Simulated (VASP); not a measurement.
## Rb3Li2Br2: single point with PBE

The system is Rb3Li2Br2.

```
CELL_PARAMETERS angstrom
-6.26217 6.26217 6.26217
6.26217 -6.26217 6.26217
6.26217 6.26217 -6.26217
ATOMIC_POSITIONS crystal
Rb 0.25000 0.50000 0.75000
Rb 0.25000 0.75000 0.50000
Rb 0.50000 0.25000 0.75000
Rb 0.50000 0.75000 0.25000
Rb 0.75000 0.25000 0.50000
Rb 0.75000 0.50000 0.25000
Li 0.17084 0.17084 0.17084
Li 0.00000 0.00000 0.82916
Li 0.00000 0.82916 0.00000
Li 0.82916 0.00000 0.00000
Br 0.77712 0.77712 0.77712
Br 0.00000 0.00000 0.22288
Br 0.00000 0.22288 0.00000
Br 0.22288 0.00000 0.00000
```

* Program: VASP 6.6.1
* Task: single point
* Functional: PBE
* Potentials or basis: VASP PAW PBE potentials, release 64 (Rb_sv, Li_sv, Br)
* Cutoff: 520 eV
* k mesh: 6 × 6 × 6
* Occupations: gaussian, width 0.1 eV
* Spin: no spin polarisation

- Largest force: 0.003 eV/Å
- Band gap on the k mesh: zero (band 47 reaches 0.50 eV, above the bottom of band 48 at 0.03 eV)

Forces on the atoms (eV/Å):
```
Rb   0.000  0.000  0.000
Rb   0.000  0.000  0.000
Rb   0.000  0.000  0.000
Rb   0.000  0.000  0.000
Rb   0.000  0.000  0.000
Rb   0.000  0.000  0.000
Li   0.002  0.002  0.002
Li  -0.002 -0.002  0.002
Li  -0.002  0.002 -0.002
Li   0.002 -0.002 -0.002
Br   0.000  0.000  0.000
Br   0.000  0.000  0.000
Br   0.000  0.000  0.000
Br   0.000  0.000  0.000
```

Levels at points of the mesh, in eV from the Fermi level:
```csv
k point,band 43,band 44,band 45,band 46,band 47,band 48,band 49,band 50,band 51,band 52
"(0.00, 0.00, 0.00)",-4.27,-4.27,-1.47,0.35,0.35,0.35,0.39,0.39,0.73,0.73
"(0.50, 0.00, 0.00)",-4.28,-4.28,-0.98,-0.80,-0.03,0.06,0.40,0.62,0.81,1.10
"(0.50, 0.50, 0.50)",-4.29,-4.29,-0.70,-0.70,-0.12,-0.12,-0.12,0.18,1.15,1.29
```

Wall time 18 min on 1 thread of Intel(R) Xeon(R) Platinum 8481C CPU @ 2.70GHz (Sapphire Rapids), on a shared host, peak memory 1.5 GiB.
